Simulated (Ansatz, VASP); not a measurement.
# Two plane-wave programs on AgI

The input POSCAR:

```
AgI
1.0
    3.8074876028      0.0000000000      0.0000000000
   -1.9037438014      3.2973809886      0.0000000000
    0.0000000000      0.0000000000      8.2580706149
Ag I
2 2
Direct
    0.3333333333      0.6666666667      0.0360219221
    0.6666666667      0.3333333333      0.5360219221
    0.3333333333      0.6666666667      0.3438780779
    0.6666666667      0.3333333333      0.8438780779
```

Contents of INCAR.step1:

```
SYSTEM = AgI
  PREC = Accurate
  ENCUT = 550
  ISMEAR = 0
  SIGMA = 0.02
  LREAL = .FALSE.
  LASPH = .TRUE.
  NELM = 120
  NBANDS = 26
  GGA = PE
  ALGO = Normal
  EDIFF = 1E-5
  LWAVE = .TRUE.
  LCHARG = .FALSE.
  GGA_COMPAT = .FALSE.
```

Contents of INCAR.step2:

```
SYSTEM = AgI
  PREC = Accurate
  ENCUT = 550
  EDIFF = 1E-6
  ISMEAR = 0
  SIGMA = 0.02
  LREAL = .FALSE.
  LASPH = .TRUE.
  NELM = 120
  ALGO = Normal
  ISIF = 2
  LWAVE = .FALSE.
  LCHARG = .FALSE.
  METAGGA = R2SCAN
  LMIXTAU = .TRUE.
  NBANDS = 26
  ISTART = 1
  GGA_COMPAT = .FALSE.
```

Contents of KPOINTS:

```
Automatic mesh
0
G
  12 12 4
  0 0 0
```

Input for Ansatz:

```yaml
crystal:
  lattice:
    - [3.8074876028, 0.0, 0.0]
    - [-1.9037438014, 3.2973809886, 0.0]
    - [0.0, 0.0, 8.2580706149]
  atoms:
    - { symbol: Ag, position: [0.3333333333, 0.6666666667, 0.0360219221] }
    - { symbol: Ag, position: [0.6666666667, 0.3333333333, 0.5360219221] }
    - { symbol: I, position: [0.3333333333, 0.6666666667, 0.3438780779] }
    - { symbol: I, position: [0.6666666667, 0.3333333333, 0.8438780779] }
basis:
  ecutwfc: 500
kpoints:
  mp_grid: { grid: [12, 12, 4] }
  band_path: { path: [VBM, CBM], npoints: 2 }
hamiltonian:
  xc: r2scan
scf:
  occupations: { method: gaussian, width: 0.02 }
output:
  forces: true
  stress: true
  eigenvalues: true
checkpoint:
  read: start.run
  write: ck
  compress: false
  write_wavefunctions: false
  write_every: 100000
```

Alike in both runs: task single point; functional r2SCAN; k mesh 12 × 12 × 4; occupations gaussian, width 0.02 eV; no spin polarisation.

|  | VASP | Ansatz |
| --- | --- | --- |
| version | VASP 6.6.1 | Ansatz 0.2.0 |
| potentials or method | VASP PAW PBE potentials, release 64 (Ag, I), cutoff 550 eV | scalar-relativistic, plane waves, PAW |
| valence electrons in the cell | 36 | 72 |

|  | VASP | Ansatz | Ansatz less VASP |
| --- | --- | --- | --- |
| gap on the k mesh at the Fermi level (eV) | 0.83 | 0.86 | +0.021 |
| least direct gap on the mesh (eV) | 0.83 | 0.86 | +0.021 |
| pressure (GPa) | 14.8 | 15.0 | +0.19 |
| traceless stress, the component that is largest in VASP (GPa) | -0.16 | 0.05 | +0.218 |
| rms of the force components (eV/Å) | 0.011 | 0.000 | -0.0111 |

VASP's potentials were made for PBE, not for r2SCAN. Atom by atom the forces differ by 0.011 eV/Å (rms over components). With one functional, cell and mesh, what is left measures potentials, basis and numerics. VASP's potentials hold 36 valence electrons a cell and Ansatz's 72, so a difference there can come from the potentials and not from the codes.

Neither program's run includes spin-orbit coupling.
